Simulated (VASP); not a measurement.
## La2Zr6O15: single point with LDA

La2Zr6O15:

```
La Zr O
1.0
    10.24948    0.00000    0.00000
     0.00000    5.18155    0.00000
    -0.88143    0.00000    5.23417
La Zr O
2 6 15
Cartesian
  0.7912 2.3735 3.7053
  8.5769 2.8081 1.5289
  5.9159 2.3735 3.7053
  3.0114 4.9643 4.1459
  8.1362 4.9643 4.1459
  3.4522 2.8081 1.5289
  1.2319 0.2173 1.0882
  6.3566 0.2173 1.0882
  1.4333 3.8474 5.1220
  6.5581 3.8474 5.1220
  2.3693 1.2567 2.7292
  7.4940 1.2567 2.7292
  2.8100 1.3341 0.1121
  7.9347 1.3341 0.1121
  1.8740 3.9249 2.5050
  6.9988 3.9249 2.5050
  5.1699 1.7138 1.8123
  4.6389 4.3046 0.8047
  9.7636 4.3046 0.8047
  4.1982 3.4677 3.4218
  9.3229 3.4677 3.4218
  -0.3956 0.8769 4.4294
  4.7292 0.8769 4.4294
```

* Program: VASP 6.6.1
* Task: single point
* Functional: LDA
* Potentials or basis: VASP PAW LDA potentials, release 64 (La, Zr_sv, O)
* Cutoff: 600 eV
* k mesh: 2 × 4 × 4
* Occupations: gaussian, width 0.1 eV
* Spin: no spin polarisation
* Dipole correction: no
* Further INCAR settings: ALGO = Normal; EDIFF = 1e-06; NBANDS = 109

| Quantity | Value |
| --- | --- |
| Pressure | 13.9 GPa |
| Largest force | 5.844 eV/Å |
| Band gap on the k mesh | 1.41 eV (least direct gap 1.66 eV) |

Forces on the atoms (eV/Å):
```
La   0.826  1.332 -0.264
La   0.135 -2.601 -0.503
Zr   0.641 -0.056  0.296
Zr   0.693  0.016  0.118
Zr  -1.262 -0.479 -0.456
Zr   0.757  0.188 -0.005
Zr   2.163 -2.888 -1.593
Zr   0.415 -0.095  0.087
O    0.502  2.667  2.687
O   -0.923  1.075 -1.392
O    1.011 -1.547 -2.504
O   -1.210 -1.738  1.297
O    0.484 -1.148  1.988
O   -1.174 -2.608 -2.302
O    1.103  1.957 -1.986
O   -1.815  1.224  1.012
O   -0.213  0.172 -0.043
O   -0.148 -0.106 -0.121
O    3.771  4.382 -0.852
O   -0.385  0.024 -0.039
O   -2.354  3.345  2.209
O   -2.470 -3.002  2.422
O   -0.545 -0.116 -0.058
```

Stress tensor (GPa, compression positive):
```
13.94  3.47 -1.39
 3.47 16.18 -1.97
-1.39 -1.97 11.60
```

Levels at points of the mesh, in eV from the valence-band top:
```tsv
k point	band 88	band 89	band 90	band 91	band 92	band 93	band 94	band 95	band 96	band 97
(0.00, 0.00, 0.00)	-1.16	-0.77	-0.74	-0.47	-0.25	1.41	2.53	3.01	3.49	3.65
(0.50, 0.00, 0.00)	-1.17	-0.85	-0.69	-0.48	-0.27	1.46	2.55	3.02	3.44	3.66
(0.00, 0.50, 0.00)	-1.32	-1.13	-0.91	-0.70	-0.25	1.80	2.50	3.12	3.71	3.85
(0.50, 0.50, 0.00)	-1.40	-1.10	-0.81	-0.63	-0.25	1.77	2.50	3.13	3.67	3.77
(0.00, 0.00, 0.50)	-1.29	-1.17	-0.89	-0.67	0.00	2.13	2.47	2.93	3.36	3.53
(0.50, 0.00, 0.50)	-1.24	-1.18	-0.79	-0.63	0.00	2.12	2.48	2.98	3.38	3.44
(0.00, 0.50, 0.50)	-1.35	-1.11	-0.76	-0.56	-0.24	1.68	2.28	2.89	3.51	3.52
(0.50, 0.50, 0.50)	-1.27	-1.15	-0.77	-0.56	-0.23	1.69	2.25	2.89	3.53	3.58
```

Wall time 40 min on 1 thread of AMD EPYC 7R13 (shared host), peak memory 0.66 GiB.

Caveat: the cell stands under pressure; spin-orbit coupling is left out, which moves the levels of the heavy elements; forces of over 1 eV/Å act on the atoms, so gaps and moduli don't describe the material at rest. A k mesh can miss the band edges.
